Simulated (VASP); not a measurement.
Input of a VASP 6.6.1 run:

INCAR

```
  ALGO = Normal
  EDIFF = 1E-7
  ENCUT = 520
  GGA = PE
  ISIF = 2
  ISMEAR = -1
  LASPH = T
  LCHARG = T
  LELF = T
  LREAL = F
  LVHAR = T
  LWAVE = F
  NBANDS = 11
  NELM = 80
  PREC = Accurate
  SIGMA = 0.08
```

Contents of KPOINTS:

```
k-points
0
Gamma
  16 16 16
```

The input POSCAR:

```
MgO
1.0
    0.0000000000      2.1269431800      2.1269431800
    2.1269431800      0.0000000000      2.1269431800
    2.1269431800      2.1269431800      0.0000000000
Mg O
1 1
Direct
    0.0000000000      0.0000000000      0.0000000000
    0.5000000000      0.5000000000      0.5000000000
```

Potentials or basis: VASP PAW PBE potentials, release 64 (Mg, O).

Run with:

```bash
$ cat potpaw_PBE.64/Mg/POTCAR potpaw_PBE.64/O/POTCAR > POTCAR
$ mpirun -np 1 vasp_std > vasp.out
```

Predict the pressure.

-0.7 GPa.

What does it give for the band gap on the k mesh?

4.44 eV, direct.

A k mesh can miss the band edges.
